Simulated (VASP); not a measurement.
# BiO (P4_2/mmc) in VASP: single point with PBE

Aim: the single point of BiO with PBE.

Program: VASP 6.6.1. These are calculated values, not measurements. Logs are shortened: lines on timing, memory, paths and dates and some standing lists are left out, and cuts for length are marked.

### 1 The cell of the first run

It takes space group P4_2/mmc (No. 131, tetragonal). The conventional cell has a = 4.298 Å, b = 4.298 Å, c = 6.143 Å, α = 90.00°, β = 90.00°, γ = 90.00°. Within 2.8 Å of Bi (site symmetry mmm) lie 2 O at 2.15 Å. Within 2.8 Å of O (site symmetry mmm) lie 2 Bi at 2.15 Å.

### 2 Single point, PBE

INCAR

```
PREC     = Accurate       # precision mode
ENCUT    = 600            # plane-wave cutoff, eV
EDIFF    = 1E-6           # SCF threshold, eV
ISMEAR   = 0              # smearing method
SIGMA    = 0.2            # smearing width, eV
LREAL    = False          # projectors in reciprocal space
LASPH    = True           # aspherical terms in the spheres
NELM     = 120            # most SCF steps
ALGO     = Normal         # electronic algorithm
ISIF     = 2              # what is computed and relaxed
LWAVE    = False          # write WAVECAR
LCHARG   = False          # write CHGCAR
GGA      = PE             # functional
NBANDS   = 29             # bands
GGA_COMPAT= False
```

KPOINTS

```
regular mesh
0
Gamma
  5 5 3
```

POSCAR

```
BiO
1.0
    4.2977752525      0.0000000000      0.0000000000
    0.0000000000      4.2977752525      0.0000000000
    0.0000000000      0.0000000000      6.1428059488
Bi O
2 2
Direct
    0.5000000000      0.0000000000      0.5000000000
    0.0000000000      0.5000000000      0.0000000000
    0.0000000000      0.0000000000      0.5000000000
    0.0000000000      0.0000000000      0.0000000000
```

Potentials or basis: VASP PAW PBE potentials, release 64 (Bi_d, O).

Command:

```sh
> cat potpaw_PBE.64/Bi_d/POTCAR potpaw_PBE.64/O/POTCAR > POTCAR
> mpirun -np 1 vasp_std > vasp.out
```

OUTCAR:

```text
PREC = Accurate
   ENCUT = 600
   EDIFF = 1E-6
   ISMEAR = 0
   LREAL = False
   LASPH = True
   NELM = 120
   ISIF = 2
   GGA = PE

 ion  position               nearest neighbor table
   1  0.500  0.000  0.500-   3 2.15   3 2.15
   2  0.000  0.500  0.000-   4 2.15   4 2.15
   3  0.000  0.000  0.500-   1 2.15   1 2.15
   4  0.000  0.000  0.000-   2 2.15   2 2.15

  LATTYP: Found a simple tetragonal cell.
 ALAT       =     4.2977752525
 C/A-ratio  =     1.4292990182

  Lattice vectors:

 A1 = (   4.2977752525,   0.0000000000,   0.0000000000)
 A2 = (   0.0000000000,   4.2977752525,   0.0000000000)
 A3 = (   0.0000000000,   0.0000000000,   6.1428059488)

Analysis of symmetry for initial positions (statically):
=====================================================================
 Subroutine PRICEL returns:
 Original cell was already a primitive cell.

 Routine SETGRP: Setting up the symmetry group for a
 simple tetragonal supercell.

 Subroutine GETGRP returns: Found 16 space group operations
 (whereof  8 operations were pure point group operations)
 out of a pool of 16 trial point group operations.

The static configuration has the point symmetry D_2h.
 The point group associated with its full space group is D_4h.

Analysis of symmetry for dynamics (positions and initial velocities):
=====================================================================
 Subroutine PRICEL returns:
 Original cell was already a primitive cell.

 Routine SETGRP: Setting up the symmetry group for a
 simple tetragonal supercell.

 Subroutine GETGRP returns: Found 16 space group operations
 (whereof  8 operations were pure point group operations)
 out of a pool of 16 trial point group operations.

The dynamic configuration has the point symmetry D_2h.
 The point group associated with its full space group is D_4h.

 Subroutine INISYM returns: Found 16 space group operations
 (whereof  8 operations are pure point group operations),
 and found     1 'primitive' translations

----------------------------------------------------------------------------------------

                                     Primitive cell

  volume of cell :     113.4630

  direct lattice vectors                    reciprocal lattice vectors
     4.297775253  0.000000000  0.000000000     0.232678523  0.000000000  0.000000000
     0.000000000  4.297775253  0.000000000     0.000000000  0.232678523  0.000000000
     0.000000000  0.000000000  6.142805949     0.000000000  0.000000000  0.162792054

  length of vectors
     4.297775253  4.297775253  6.142805949     0.232678523  0.232678523  0.162792054

  position of ions in fractional coordinates (direct lattice)
     0.500000000  0.000000000  0.500000000
     0.000000000  0.500000000  0.000000000
     0.000000000  0.000000000  0.500000000
     0.000000000  0.000000000  0.000000000

  ion indices of the primitive-cell ions
   primitive index   ion index
                 1           1
                 2           2
                 3           3
                 4           4

----------------------------------------------------------------------------------------

 KPOINTS: regular mesh

Automatic generation of k-mesh.
 Grid dimensions read from file:
 generate k-points for:    5    5    3

 Generating k-lattice:

  Cartesian coordinates                     Fractional coordinates (reciprocal lattice)
     0.046535705  0.000000000  0.000000000     0.200000000  0.000000000  0.000000000
     0.000000000  0.046535705  0.000000000     0.000000000  0.200000000  0.000000000
     0.000000000  0.000000000  0.054264018     0.000000000  0.000000000  0.333333333

  Length of vectors
     0.046535705  0.046535705  0.054264018

  Shift w.r.t. Gamma in fractional coordinates (k-lattice)
     0.000000000  0.000000000  0.000000000

 Subroutine IBZKPT returns following result:
 ===========================================

 Found     12 irreducible k-points:

 Following reciprocal coordinates:
            Coordinates               Weight
  0.000000  0.000000  0.000000      1.000000
  0.200000  0.000000  0.000000      4.000000
  0.400000  0.000000  0.000000      4.000000
  0.200000  0.200000  0.000000      4.000000
  0.400000  0.200000  0.000000      8.000000
  0.400000  0.400000  0.000000      4.000000
  0.000000  0.000000  0.333333      2.000000
  0.200000  0.000000  0.333333      8.000000
  0.400000  0.000000  0.333333      8.000000
  0.200000  0.200000  0.333333      8.000000
  0.400000  0.200000  0.333333     16.000000
  0.400000  0.400000  0.333333      8.000000
   k-points           NKPTS =     12   k-points in BZ     NKDIM =     12   number of bands    NBANDS=     29
   number of dos      NEDOS =    301   number of ions     NIONS =      4
   total plane-waves  NPLWV =  64800
   dimension x,y,z NGX =    36 NGY =   36 NGZ =   50
   dimension x,y,z NGXF=    72 NGYF=   72 NGZF=  100
   ions per type =               2   2
   NGX,Y,Z   is equivalent  to a cutoff of  13.93, 13.93, 13.53 a.u.
   NGXF,Y,Z  is equivalent  to a cutoff of  27.85, 27.85, 27.06 a.u.
 SYSTEM =  unknown system
   PREC   = accura    normal or accurate (medium, high low for compatibility)
   ISTART =      0    job   : 0-new  1-cont  2-samecut
   ICHARG =      2    charge: 1-file 2-atom 10-const
   ISPIN  =      1    spin polarized calculation?
   LNONCOLLINEAR =      F non collinear calculations
   LSORBIT =      F    spin-orbit coupling
   LASPH  =      T    aspherical Exc in radial PAW
   ENCUT  =  600.0 eV  44.10 Ry    6.64 a.u.   8.58  8.58 12.27*2*pi/ulx,y,z
   NELM   =    120;   NELMIN=  2; NELMDL= -5     # of ELM steps
   EDIFF  = 0.1E-05   stopping-criterion for ELM
   LREAL  =      F    real-space projection
   EDIFFG = 0.1E-04   stopping-criterion for IOM
   NSW    =      0    number of steps for IOM
   IBRION =     -1    ionic relax: 0-MD 1-quasi-New 2-CG
   NFREE  =      0    steps in history (QN), initial steepest desc. (CG)
   ISIF   =      2    stress and relaxation
   ISYM   =      2    0-nonsym 1-usesym 2-fastsym
   POTIM  = 0.5000    time-step for ionic-motion
   TEBEG  =    0.0;   TEEND  =   0.0 temperature during run
   PSTRESS=    0.0 pullay stress
   NELECT =      42.0000    total number of electrons
   NUPDOWN=      -1.0000    fix difference up-down
   EMIN   =  10.00;   EMAX   =-10.00  energy-range for DOS
   EFERMI =   0.00;   METHOD = LEGACY
   ISMEAR =     0;   SIGMA  =   0.20  broadening in eV -4-tet -1-fermi 0-gaus
   EFERMI_NEDOS =   21; number of points for ismear=-14 and -15
   IALGO  =     38    algorithm
   IMIX   =      4    mixing-type and parameters
     AMIX     =   0.40;   BMIX     =  1.00
     AMIX_MAG =   1.60;   BMIX_MAG =  1.00
  volume/ion in A,a.u.               =      28.37       191.42
  Fermi-wavevector in a.u.,A,eV,Ry     =   1.175456  2.221291 18.799139  1.381698
  Thomas-Fermi vector in A             =   2.311837
   LORBIT       =      0    0 simple, 1 ext, 2 COOP (PROOUT), +10 PAW based schemes
   GGA     = PE    functional components
   LHFCALC =     F    Hartree Fock is set to
   AEXX    =    0.0000 exact exchange contribution
   IVDW    =     0    specifies the selected vdW correction
   LEPSILON=     F    determine dielectric tensor
   LRPA    =     F    only Hartree local field effects (RPA)
 non-spin polarized calculation
 Gauss-broadening in eV      SIGMA  =   0.20
  energy-cutoff  :      600.00
  volume of cell :      113.46
 maximum number of plane-waves:      3795
 NGX is ok and might be reduce to    36
   NGX = 17   NGY = 17   NGZ = 25

 number of electron      42.0000005 magnetization

 Free energy of the ion-electron system (eV)
  ---------------------------------------------------
  ext. energy  EPLUGINS =         0.00000000
  ---------------------------------------------------
  free energy    TOTEN  =       -17.71469380 eV

  energy without entropy =      -17.66017812  energy(sigma->0) =      -17.68743596

 E-fermi :   3.2634     XC(G=0):  -8.4304

 val. band max:        3.2428680499   @ k =   0.4000   0.4000   0.0000
 cond. band min:       3.3313662363   @ k =   0.4000   0.2000   0.3333
 fundamental gap:      0.0884981864
 Fermi energy:         3.2633681519

 k-point     1 :       0.0000    0.0000    0.0000
  band No.  band energies     occupation
      1     -19.9857      2.00000
      2     -19.9843      2.00000
      3     -19.9178      2.00000
      4     -19.9176      2.00000
      5     -19.9176      2.00000
      6     -19.9104      2.00000
[... 21 lines left out ...]
     28      10.1435      0.00000
     29      11.5023      0.00000

 k-point     2 :       0.2000    0.0000    0.0000
  band No.  band energies     occupation
      1     -19.9845      2.00000
      2     -19.9364      2.00000
      3     -19.9187      2.00000
      4     -19.9173      2.00000
      5     -19.9114      2.00000
      6     -19.8828      2.00000
[... 21 lines left out ...]
     28      10.2742      0.00000
     29      11.6122      0.00000

 k-point     3 :       0.4000    0.0000    0.0000
  band No.  band energies     occupation
      1     -19.9836      2.00000
      2     -19.9261      2.00000
      3     -19.9207      2.00000
      4     -19.9170      2.00000
      5     -19.9030      2.00000
      6     -19.7610      2.00000
[... 21 lines left out ...]
     28      11.2044      0.00000
     29      11.5197      0.00000

 k-point     4 :       0.2000    0.2000    0.0000
  band No.  band energies     occupation
      1     -19.9391      2.00000
      2     -19.9310      2.00000
      3     -19.9226      2.00000
      4     -19.9145      2.00000
      5     -19.8870      2.00000
      6     -19.8747      2.00000
[... 213 lines left out ...]
     28      10.5008      0.00000
     29      11.6504      0.00000

 k-point    11 :       0.4000    0.2000    0.3333
  band No.  band energies     occupation
      1     -19.9331      2.00000
      2     -19.9245      2.00000
      3     -19.9215      2.00000
      4     -19.9158      2.00000
      5     -19.8751      2.00000
      6     -19.7590      2.00000
[... 21 lines left out ...]
     28      10.9746      0.00000
     29      11.5343      0.00000

 k-point    12 :       0.4000    0.4000    0.3333
  band No.  band energies     occupation
      1     -19.9257      2.00000
      2     -19.9183      2.00000
      3     -19.9181      2.00000
      4     -19.9149      2.00000
      5     -19.7561      2.00000
      6     -19.7554      2.00000
[... 21 lines left out ...]
     28      10.6498      0.00000
     29      11.1303      0.00000

------------------------ aborting loop because EDIFF is reached ----------------------------------------

  FORCE on cell =-STRESS in cart. coord.  units (eV):
  Direction    XX          YY          ZZ          XY          YZ          ZX
  --------------------------------------------------------------------------------------
  -------------------------------------------------------------------------------------
  Total        0.6223332      0.6223332      0.0116240     -0.0000000      0.0000000      0.0000000
  in kB        8.7877831      8.7877831      0.1641397     -0.0000000      0.0000000      0.0000000
  external PRESSURE =       5.9132353 kB  Pullay stress =       0.0000000 kB

 VOLUME and BASIS-vectors are now :
 -----------------------------------------------------------------------------
  energy-cutoff  :      600.00
  volume of cell :      113.46
      direct lattice vectors                 reciprocal lattice vectors
     4.297775253  0.000000000  0.000000000     0.232678523  0.000000000  0.000000000
     0.000000000  4.297775253  0.000000000     0.000000000  0.232678523  0.000000000
     0.000000000  0.000000000  6.142805949     0.000000000  0.000000000  0.162792054

 POSITION                                       TOTAL-FORCE (eV/Angst)
 -----------------------------------------------------------------------------------
      2.14889      0.00000      3.07140         0.000000      0.000000      0.000000
      0.00000      2.14889      0.00000         0.000000      0.000000      0.000000
      0.00000      0.00000      3.07140         0.000000      0.000000      0.000000
      0.00000      0.00000      0.00000         0.000000      0.000000      0.000000
 -----------------------------------------------------------------------------------
    total drift:                                0.000000      0.000000      0.000000

  FREE ENERGIE OF THE ION-ELECTRON SYSTEM (eV)
  ---------------------------------------------------
  free  energy   TOTEN  =       -17.7146937973 eV

  energy  without entropy=      -17.6601781214  energy(sigma->0) =      -17.68743596
```

It took 40 s on 1 thread of Intel Xeon 6975P-C, shared host; peak memory 0.26 GiB.

What came out:

```yaml
Free_energy: -17.7147 eV
Pressure: 0.6 GPa
Band_gap_on_the_k_mesh: zero (band 21 reaches 3.71 eV, above the bottom of band 22 at 2.72 eV)
```

Levels at points of the mesh, in eV from the Fermi level:
```
           k point  band 18  band 19  band 20  band 21  band 22  band 23
(0.00, 0.00, 0.00)    -2.82    -2.82    -1.74     0.34     2.22     2.23
```

Caveat: spin-orbit coupling is left out, which moves the levels of the heavy elements.
